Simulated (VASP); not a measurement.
# MgPb2S3 (P3m1) in VASP: notebook, part 2 of 2

VASP 6.6.1. Earlier steps stand in the parts before.

### Step 3. Single point, r2SCAN+rVV10

This run uses another cell than the first one, of 29.49 Å³/atom.

POSCAR reads:

```
MgPb2S3
1.0
    4.0560133679      0.0000000000      0.0000000000
   -2.0280066840      3.5126106146      0.0000000000
    0.0000000000      0.0000000000     12.4206447241
Mg Pb S
1 2 3
Direct
    0.3333333333      0.6666666667      0.6689163942
    0.0000000000      0.0000000000      0.9882378156
    0.6666666667      0.3333333333      0.3582509111
    0.0000000000      0.0000000000      0.2425623803
    0.6666666667      0.3333333333      0.6176641757
    0.3333333333      0.6666666667      0.8743683230
```

INCAR.step1 reads:

```
PREC     = Accurate       # precision mode
ENCUT    = 520            # plane-wave cutoff, eV
ISMEAR   = -1             # smearing method
SIGMA    = 0.03           # smearing width, eV
LREAL    = F              # projectors in reciprocal space
LASPH    = T              # aspherical terms in the spheres
NELM     = 100            # most SCF steps
NBANDS   = 33             # bands
GGA      = PE             # functional
ALGO     = Normal         # electronic algorithm
EDIFF    = 1E-4           # SCF threshold, eV
LWAVE    = T              # write WAVECAR
LCHARG   = F              # write CHGCAR
```

INCAR.step2 reads:

```
PREC     = Accurate       # precision mode
ENCUT    = 520            # plane-wave cutoff, eV
EDIFF    = 1E-6           # SCF threshold, eV
ISMEAR   = -1             # smearing method
SIGMA    = 0.03           # smearing width, eV
LREAL    = F              # projectors in reciprocal space
LASPH    = T              # aspherical terms in the spheres
NELM     = 100            # most SCF steps
ALGO     = Normal         # electronic algorithm
ISIF     = 2              # what is computed and relaxed
LWAVE    = F              # write WAVECAR
LCHARG   = F              # write CHGCAR
METAGGA  = R2SCAN         # meta-GGA
LMIXTAU  = T            
LUSE_VDW = T            
IVDW_NL  = 2            
BPARAM   = 11.95        
CPARAM   = 0.0093       
NBANDS   = 33             # bands
ISTART   = 1
```

KPOINTS reads:

```
regular mesh
0
Gamma
  6 6 2
```

Potentials or basis: VASP PAW PBE potentials, release 64 (Mg, Pb_d, S).

Command:

```bash
cat potpaw_PBE.64/Mg/POTCAR potpaw_PBE.64/Pb_d/POTCAR potpaw_PBE.64/S/POTCAR > POTCAR
cp INCAR.step1 INCAR
mpirun -np 1 vasp_std > vasp.out
cp INCAR.step2 INCAR
mpirun -np 1 vasp_std > vasp.out
```

OUTCAR:

```text
PREC = Accurate
   ENCUT = 520
   EDIFF = 1E-6
   ISMEAR = -1
   LREAL = F
   LASPH = T
   NELM = 100
   ISIF = 2
   METAGGA = R2SCAN
   IVDW_NL = 2
   BPARAM = 11.95
   ISTART = 1

 ion  position               nearest neighbor table
   1  0.333  0.667  0.669-   5 2.43   5 2.43   5 2.43   6 2.55
   2  0.000  0.000  0.988-   6 2.74   6 2.74   6 2.74   4 3.16
   3  0.667  0.333  0.358-   4 2.75   4 2.75   4 2.75   5 3.22
   4  0.000  0.000  0.243-   3 2.75   3 2.75   3 2.75   2 3.16
   5  0.667  0.333  0.618-   1 2.43   1 2.43   1 2.43   3 3.22
   6  0.333  0.667  0.874-   1 2.55   2 2.74   2 2.74   2 2.74

  LATTYP: Found a hexagonal cell.
 ALAT       =     4.0560133679
 C/A-ratio  =     3.0622790404

  Lattice vectors:

 A1 = (   4.0560133679,   0.0000000000,   0.0000000000)
 A2 = (  -2.0280066840,   3.5126106146,   0.0000000000)
 A3 = (   0.0000000000,   0.0000000000,  12.4206447241)

Analysis of symmetry for initial positions (statically):
=====================================================================
 Subroutine PRICEL returns:
 Original cell was already a primitive cell.

 Routine SETGRP: Setting up the symmetry group for a
 hexagonal supercell.

 Subroutine GETGRP returns: Found  6 space group operations
 (whereof  6 operations were pure point group operations)
 out of a pool of 24 trial point group operations.

The static configuration has the point symmetry C_3v.

Analysis of symmetry for dynamics (positions and initial velocities):
=====================================================================
 Subroutine PRICEL returns:
 Original cell was already a primitive cell.

[... 119 lines left out ...]
   ISMEAR =    -1;   SIGMA  =   0.03  broadening in eV -4-tet -1-fermi 0-gaus
   EFERMI_NEDOS =   21; number of points for ismear=-14 and -15
   IALGO  =     38    algorithm
   IMIX   =      4    mixing-type and parameters
     AMIX     =   0.40;   BMIX     =  1.00
     AMIX_MAG =   1.60;   BMIX_MAG =  1.00
  volume/ion in A,a.u.               =      29.49       199.03
  Fermi-wavevector in a.u.,A,eV,Ry     =   1.059735  2.002609 15.279872  1.123039
  Thomas-Fermi vector in A             =   2.195091
   LORBIT       =      0    0 simple, 1 ext, 2 COOP (PROOUT), +10 PAW based schemes
   METAGGA = R2SCAN    functional components
   LHFCALC =     F    Hartree Fock is set to
   AEXX    =    0.0000 exact exchange contribution
   IVDW_NL    =     2    kernel type
   BPARAM     =11.9500
   IVDW    =     0    specifies the selected vdW correction
   LEPSILON=     F    determine dielectric tensor
   LRPA    =     F    only Hartree local field effects (RPA)
 non-spin polarized calculation
  energy-cutoff  :      520.00
  volume of cell :      176.96
 maximum number of plane-waves:      4799
   NGX = 15   NGY = 15   NGZ = 47

 number of electron      47.9999995 magnetization

 Free energy of the ion-electron system (eV)
  ---------------------------------------------------
  ext. energy  EPLUGINS =         0.00000000
  ---------------------------------------------------
  free energy    TOTEN  =      -144.15695176 eV

  energy without entropy =     -144.15695176  energy(sigma->0) =     -144.15695176

 E-fermi :   3.4546     XC(G=0):  -8.9560

 val. band max:        2.8547661627   @ k =   0.1667   0.0000   0.0000
 cond. band min:       4.0430714296   @ k =   0.5000   0.0000   0.0000
 fundamental gap:      1.1883052669
 Fermi energy:         3.4545719712

 k-point     1 :       0.0000    0.0000    0.0000
  band No.  band energies     occupation
      1     -14.5995      2.00000
      2     -14.5995      2.00000
      3     -14.5207      2.00000
      4     -14.4915      2.00000
      5     -14.4915      2.00000
      6     -14.1243      2.00000
[... 493 lines left out ...]
     32       9.7884      0.00000
     33      10.5126      0.00000

------------------------ aborting loop because EDIFF is reached ----------------------------------------

  FORCE on cell =-STRESS in cart. coord.  units (eV):
  Direction    XX          YY          ZZ          XY          YZ          ZX
  --------------------------------------------------------------------------------------
  -------------------------------------------------------------------------------------
  Total        0.0055746      0.0055746      0.0087857     -0.0000000      0.0000000     -0.0000000
  in kB        0.0504722      0.0504722      0.0795450     -0.0000000      0.0000000     -0.0000000
  external PRESSURE =       0.0601631 kB  Pullay stress =       0.0000000 kB

 VOLUME and BASIS-vectors are now :
 -----------------------------------------------------------------------------
  energy-cutoff  :      520.00
  volume of cell :      176.96
      direct lattice vectors                 reciprocal lattice vectors
     4.056013368  0.000000000  0.000000000     0.246547511  0.142344272  0.000000000
    -2.028006684  3.512610615  0.000000000     0.000000000  0.284688544  0.000000000
     0.000000000  0.000000000 12.420644724     0.000000000  0.000000000  0.080511119

 POSITION                                       TOTAL-FORCE (eV/Angst)
 -----------------------------------------------------------------------------------
     -0.00000      2.34174      8.30837         0.000000     -0.000000      0.000941
      0.00000      0.00000     12.27455        -0.000000      0.000000      0.026123
      2.02801      1.17087      4.44971        -0.000000      0.000000      0.024605
      0.00000      0.00000      3.01278        -0.000000      0.000000     -0.023716
      2.02801      1.17087      7.67179        -0.000000      0.000000      0.017420
     -0.00000      2.34174     10.86022        -0.000000      0.000000     -0.045372
 -----------------------------------------------------------------------------------
    total drift:                                0.000004     -0.000002     -0.003764

  FREE ENERGIE OF THE ION-ELECTRON SYSTEM (eV)
  ---------------------------------------------------
  free  energy   TOTEN  =      -144.1569517566 eV

  energy  without entropy=     -144.1569517563  energy(sigma->0) =     -144.15695176
```

OUTCAR.step1:

```text
PREC = Accurate
   ENCUT = 520
   ISMEAR = -1
   LREAL = F
   LASPH = T
[... 726 lines left out ...]
      2.02801      1.17087      4.44971         0.000000     -0.000000      0.090086
      0.00000      0.00000      3.01278        -0.000000      0.000000     -0.098198
      2.02801      1.17087      7.67179         0.000000     -0.000000     -0.052573
     -0.00000      2.34174     10.86022        -0.000000      0.000000     -0.053384
 -----------------------------------------------------------------------------------
    total drift:                               -0.000000      0.000000     -0.006827

  FREE ENERGIE OF THE ION-ELECTRON SYSTEM (eV)
  ---------------------------------------------------
  free  energy   TOTEN  =       -25.0765456669 eV

  energy  without entropy=      -25.0765456635  energy(sigma->0) =      -25.07654567
```

OSZICAR.step1:

```text
N       E                     dE             d eps       ncg     rms          rms(c)
DAV:   1     0.465894716220E+03    0.46589E+03   -0.20536E+04   924   0.140E+03
DAV:   2     0.339212735945E+02   -0.43197E+03   -0.41076E+03   978   0.370E+02
DAV:   3    -0.242941318514E+02   -0.58215E+02   -0.55588E+02  1289   0.149E+02
DAV:   4    -0.269361885502E+02   -0.26421E+01   -0.26320E+01  1120   0.355E+01
DAV:   5    -0.270658598772E+02   -0.12967E+00   -0.12963E+00  1408   0.808E+00    0.816E+00
DAV:   6    -0.251321039505E+02    0.19338E+01   -0.31178E+00  1178   0.121E+01    0.545E+00
DAV:   7    -0.250686649852E+02    0.63439E-01   -0.80644E-01  1248   0.422E+00    0.364E+00
DAV:   8    -0.250815371624E+02   -0.12872E-01   -0.18000E-01  1359   0.315E+00    0.655E-01
DAV:   9    -0.250754353834E+02    0.61018E-02   -0.36443E-02  1133   0.131E+00    0.495E-01
DAV:  10    -0.250759104855E+02   -0.47510E-03   -0.83946E-03  1140   0.356E-01    0.230E-01
DAV:  11    -0.250763302595E+02   -0.41977E-03   -0.51789E-04   991   0.174E-01    0.127E-01
DAV:  12    -0.250765216729E+02   -0.19141E-03   -0.50539E-04   984   0.144E-01    0.510E-02
DAV:  13    -0.250765456669E+02   -0.23994E-04   -0.71287E-05   698   0.479E-02
   1 F= -.25076546E+02 E0= -.25076546E+02  d E =-.336784E-08
```

Wall time 4.8 min (1 thread of Intel Xeon Platinum 8481C at 2.70GHz (Sapphire Rapids), shared host); peak memory 0.66 GiB.

Results:

```yaml
Free_energy: -144.1570 eV
Pressure: 0.0 GPa
Largest_force: 0.045 eV/Å
Band_gap_on_the_k_mesh: 1.19 eV (least direct gap 1.73 eV)
```

Forces in eV/Å, atoms in the order of the input:
```
Mg   0.000  0.000  0.001
Pb   0.000  0.000  0.026
Pb   0.000  0.000  0.025
S    0.000  0.000 -0.024
S    0.000  0.000  0.017
S    0.000  0.000 -0.045
```

Caveat: the PAW data sets were made with another functional, which shifts forces and pressure a little; spin-orbit coupling is left out, which moves the levels of the heavy elements. A k mesh can miss the band edges.

### Step 4. Relaxation of cell and atoms, PBEsol

This run uses another cell than the first one, of 29.22 Å³/atom.

INCAR reads:

```
PREC = Accurate ; ENCUT = 600
EDIFF = 1E-7 ; ISMEAR = -1
SIGMA = 0.03 ; LREAL = F
LASPH = T ; NELM = 60
ALGO = Normal ; ISIF = 3
LWAVE = F ; LCHARG = F
GGA = PS ; IBRION = 2
NSW = 100 ; EDIFFG = -0.01
```

KPOINTS is that of step 3.

POSCAR reads:

```
MgPb2S3
1.0
    4.3675095000      0.0000000000      0.0000000000
   -2.1837547500      3.7823741800      0.0000000000
    0.0000000000      0.0000000000     10.6140643800
Mg Pb S
1 2 3
Direct
    0.3333333300      0.6666666700      0.6641085800
    0.0000000000      0.0000000000      0.9968616400
    0.6666666700      0.3333333300      0.3376419600
    0.0000000000      0.0000000000      0.2503703200
    0.6666666700      0.3333333300      0.5920876800
    0.3333333300      0.6666666700      0.9089298200
```

Potentials or basis: VASP PAW PBE potentials, release 64 (Mg, Pb_d, S).

Command:

```bash
cat potpaw_PBE.64/Mg/POTCAR potpaw_PBE.64/Pb_d/POTCAR potpaw_PBE.64/S/POTCAR > POTCAR
mpirun -np 1 vasp_std > vasp.out
```

OUTCAR:

```text
PREC = Accurate
   ENCUT = 600
   EDIFF = 1E-7
   ISMEAR = -1
   LREAL = F
   LASPH = T
   NELM = 60
   ISIF = 3
   GGA = PS
   IBRION = 2
   NSW = 100
   EDIFFG = -0.01

 ion  position               nearest neighbor table
   1  0.333  0.667  0.664-   6 2.60   5 2.63   5 2.63   5 2.63
   2  0.000  0.000  0.997-   6 2.69   6 2.69   6 2.69   4 2.69
   3  0.667  0.333  0.338-   4 2.69   4 2.69   4 2.69   5 2.70
   4  0.000  0.000  0.250-   3 2.69   3 2.69   3 2.69   2 2.69
   5  0.667  0.333  0.592-   1 2.63   1 2.63   1 2.63   3 2.70
   6  0.333  0.667  0.909-   1 2.60   2 2.69   2 2.69   2 2.69

  LATTYP: Found a hexagonal cell.
 ALAT       =     4.3675095000
 C/A-ratio  =     2.4302326944

  Lattice vectors:

 A1 = (   4.3675095000,   0.0000000000,   0.0000000000)
 A2 = (  -2.1837547500,   3.7823741800,   0.0000000000)
 A3 = (   0.0000000000,   0.0000000000,  10.6140643800)

Analysis of symmetry for initial positions (statically):
=====================================================================
 Subroutine PRICEL returns:
 Original cell was already a primitive cell.

 Routine SETGRP: Setting up the symmetry group for a
 hexagonal supercell.

[... 165 lines left out ...]

------------------------ aborting loop because EDIFF is reached ----------------------------------------

  FORCE on cell =-STRESS in cart. coord.  units (eV):
  Direction    XX          YY          ZZ          XY          YZ          ZX
  --------------------------------------------------------------------------------------
  -------------------------------------------------------------------------------------
  Total        3.2136251      3.2136251      4.5153772     -0.0000000      0.0000000      0.0000000
  in kB       29.3647107     29.3647107     41.2595563     -0.0000000      0.0000000      0.0000000
  external PRESSURE =      33.3296592 kB  Pullay stress =       0.0000000 kB
[... 101 lines left out ...]
  FREE ENERGIE OF THE ION-ELECTRON SYSTEM (eV)
  ---------------------------------------------------
  free  energy   TOTEN  =       -26.1687312751 eV

  energy  without entropy=      -26.1687312652  energy(sigma->0) =      -26.16873127

[... ionic steps 4 to 23 ...]

--------------------------------------- Ionic step       24  -------------------------------------------

 number of electron      48.0000002 magnetization

------------------------ aborting loop because EDIFF is reached ----------------------------------------
[... 75 lines left out ...]
--------------------------------------- Ionic step       26  -------------------------------------------

 number of electron      48.0000002 magnetization

 Free energy of the ion-electron system (eV)
  ---------------------------------------------------
  ext. energy  EPLUGINS =         0.00000000
  ---------------------------------------------------
  free energy    TOTEN  =       -26.69308523 eV

  energy without entropy =      -26.69308522  energy(sigma->0) =      -26.69308522

 E-fermi :   3.5157     XC(G=0):  -8.6096

 val. band max:        3.0240973285   @ k =   0.1667  -0.0000   0.0000
 cond. band min:       3.9855094178   @ k =   0.5000   0.0000   0.0000
 fundamental gap:      0.9614120893
 Fermi energy:         3.5156660843

 k-point     1 :       0.0000    0.0000    0.0000
  band No.  band energies     occupation
      1     -13.7374      2.00000
      2     -13.7374      2.00000
      3     -13.6689      2.00000
      4     -13.6367      2.00000
      5     -13.6367      2.00000
      6     -13.3417      2.00000
[... 456 lines left out ...]
  FREE ENERGIE OF THE ION-ELECTRON SYSTEM (eV)
  ---------------------------------------------------
  free  energy   TOTEN  =       -26.6930852288 eV

  energy  without entropy=      -26.6930852153  energy(sigma->0) =      -26.69308522

 reached required accuracy - stopping structural energy minimisation
```

Run time: 12 min. Hardware: 1 thread of Intel Xeon Platinum 8481C at 2.70GHz (Sapphire Rapids), shared host; peak memory 0.41 GiB.

Results:

```
Free energy                           : -26.6931 eV
Relaxed volume                        : 29.35 Å³/atom
Relaxed cell                          : a = 4.081 Å, b = 4.081 Å, c = 12.206 Å, α = 90.00°, β = 90.00°, γ = 120.00°
Space group after relaxing (to 0.1 Å) : P3m1 (No. 156)
Energy gained by relaxing             : 127.6 meV/atom
Ionic steps                           : 26
Pressure after relaxing               : 0.0 GPa
Largest force after relaxing          : 0.005 eV/Å
Band gap on the k mesh                : 0.96 eV (least direct gap 1.48 eV)
```

Forces in eV/Å, atoms in the order of the input:
```
Mg   0.000  0.000  0.002
Pb   0.000  0.000 -0.005
Pb   0.000  0.000  0.002
S    0.000  0.000 -0.002
S    0.000  0.000  0.005
S    0.000  0.000 -0.002
```

The path:
```csv
step,energy change (eV),largest force (eV/Å),pressure (GPa),volume (Å³)
1,0.0000,1.3949,3.33,175.34
2,-0.2410,0.8001,-1.06,191.22
3,-0.2411,0.8114,-0.99,190.88
4,-0.3316,0.6178,-0.73,188.73
5,-0.4795,0.8372,0.30,182.26
6,-0.5616,0.7136,0.12,181.72
7,-0.7101,0.2783,-0.39,179.70
8,-0.7125,0.3373,-0.47,179.20
9,-0.7131,0.3180,-0.44,179.37
10,-0.7332,0.2835,0.21,176.72
11,-0.7352,0.2732,0.50,175.60
12,-0.7514,0.2083,0.08,176.78
13,-0.7554,0.1549,-0.24,177.67
14,-0.7604,0.0958,0.02,176.48
15,-0.7609,0.1058,0.13,176.00
16,-0.7633,0.0847,-0.06,176.44
17,-0.7635,0.1000,-0.15,176.64
18,-0.7647,0.0526,0.06,175.77
19,-0.7647,0.0528,0.06,175.78
20,-0.7652,0.0317,-0.01,176.03
21,-0.7653,0.0356,-0.04,176.11
22,-0.7654,0.0091,0.05,175.84
23,-0.7654,0.0116,0.02,175.92
24,-0.7654,0.0120,-0.01,176.07
25,-0.7654,0.0126,0.00,176.08
26,-0.7654,0.0049,0.00,176.09
```

Final structure:
```yaml
crystal:
  lattice:
    - [4.08142, 0.00000, 0.00000]
    - [-2.04071, 3.53461, 0.00000]
    - [0.00000, 0.00000, 12.20625]
  atoms:
    - { symbol: Mg, position: [0.33333, 0.66667, 0.66831] }
    - { symbol: Pb, position: [0.00000, 0.00000, 0.98996] }
    - { symbol: Pb, position: [0.66667, 0.33333, 0.35801] }
    - { symbol: S, position: [0.00000, 0.00000, 0.24218] }
    - { symbol: S, position: [0.66667, 0.33333, 0.61541] }
    - { symbol: S, position: [0.33333, 0.66667, 0.87614] }
```

Caveat: a cell axis changed by over 15 % at a fixed basis, so the end point is rough; the PAW data sets were made with another functional, which shifts forces and pressure a little; spin-orbit coupling is left out, which moves the levels of the heavy elements. A k mesh can miss the band edges.

### Step 5. Summary

| task | level | cell | cutoff (eV) | gap on the mesh (eV) | pressure (GPa) | largest force (eV/Å) |
| --- | --- | --- | --- | --- | --- | --- |
| single point | PBEsol | a = 4.081, b = 4.081, c = 12.219 Å, angles 90.0, 90.0, 120.0°, 6 atoms, atomic positions A | 520 | 0.97 | -0.1 | 0.01 |
| single point | r2SCAN+rVV10 | a = 4.056, b = 4.056, c = 12.421 Å, angles 90.0, 90.0, 120.0°, 6 atoms, atomic positions B | 520 | 1.19 | 0.0 | 0.05 |
| relaxation of cell and atoms | PBEsol | relaxed from a = 4.368, b = 4.368, c = 10.614 Å, angles 90.0, 90.0, 120.0°, 6 atoms, atomic positions C | 600 | 0.96 | 0.0 | - |

Alike in all rows: potentials or basis VASP PAW PBE potentials, release 64 (Mg, Pb_d, S); no spin polarisation; k mesh 6 × 6 × 2; smearing fermi-dirac 0.03 eV.

Caveats: the PAW data sets were made with another functional, which shifts forces and pressure a little; spin-orbit coupling is left out, which moves the levels of the heavy elements; a cell axis changed by over 15 % at a fixed basis, so the end point is rough (at least some runs).

Total energies depend on the potentials used, so only differences within one code and one set of settings carry meaning.
